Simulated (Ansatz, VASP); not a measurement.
MgO in VASP and in Ansatz

```
Mg O
1.0
     3.62700    0.00000    0.00000
    -1.81350    3.14107    0.00000
     0.00000    0.00000    4.15460
Mg O
2 2
Direct
  0.66667 0.33333 0.75000
  0.33333 0.66667 0.25000
  0.66667 0.33333 0.25000
  0.33333 0.66667 0.75000
```

Alike in both runs: task single point; functional PBE; k mesh 9 × 9 × 6; occupations gaussian, width 0.05 eV; no spin polarisation.

|  | VASP | Ansatz |
| --- | --- | --- |
| version | VASP 6.6.1 | Ansatz 0.2.0 |
| potentials or method | VASP PAW PBE potentials, release 64 (Mg, O), cutoff 520 eV | scalar-relativistic, plane waves, PAW |
| valence electrons in the cell | 16 | 32 |

Ansatz gave:

| Item | Value |
| --- | --- |
| gap on the k mesh at the Fermi level (eV) | 3.17 |
| least direct gap on the mesh (eV) | 3.17 |
| pressure (GPa) | -3.7 |
| traceless stress, the component that is largest in VASP (GPa) | 4.29 |

Task: Estimate VASP's values.

Result: gap on the k mesh at the Fermi level (eV): 3.15; least direct gap on the mesh (eV): 3.15; pressure (GPa): -4.3; traceless stress, the component that is largest in VASP (GPa): 4.21.

VASP's potentials hold 16 valence electrons a cell and Ansatz's 32, so a difference there can come from the potentials and not from the codes.
